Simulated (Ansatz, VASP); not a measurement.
One calculation of I, two programs

```
I
1.0
     3.63503   -2.39502    0.00000
     3.63503    2.39502    0.00000
     0.00000    0.00000    9.79344
I
4
Direct
  0.64930 0.35070 0.38440
  0.14930 0.85070 0.11560
  0.35070 0.64930 0.61560
  0.85070 0.14930 0.88440
```

Alike in both runs: functional PBEsol; k mesh 5 × 5 × 2; occupations fermi-dirac, width 0.05 eV; non-collinear spin, spin-orbit coupling.

|  | VASP | Ansatz |
| --- | --- | --- |
| version | VASP 6.6.1 | Ansatz 0.2.0 |
| potentials or method | VASP PAW PBE potentials, release 64 (I), cutoff 520 eV | all-electron LAPW, relativistic spinors |
| task | single point | band structure |

VASP gave:

- pressure (GPa): 0.4
- traceless stress, the component that is largest in VASP (GPa): 1.00
- rms of the force components (eV/Å): 0.520

Task: Which values does Ansatz return?

Result: Pressure (GPa): 0.4; traceless stress, the component that is largest in VASP (GPa): 1.01; rms of the force components (eV/Å): 0.519.

VASP's potentials were made for PBE, not for PBEsol. Atom by atom the forces differ by 0.002 eV/Å (rms over components). Ansatz ran all-electron here, and VASP with PAW potentials.
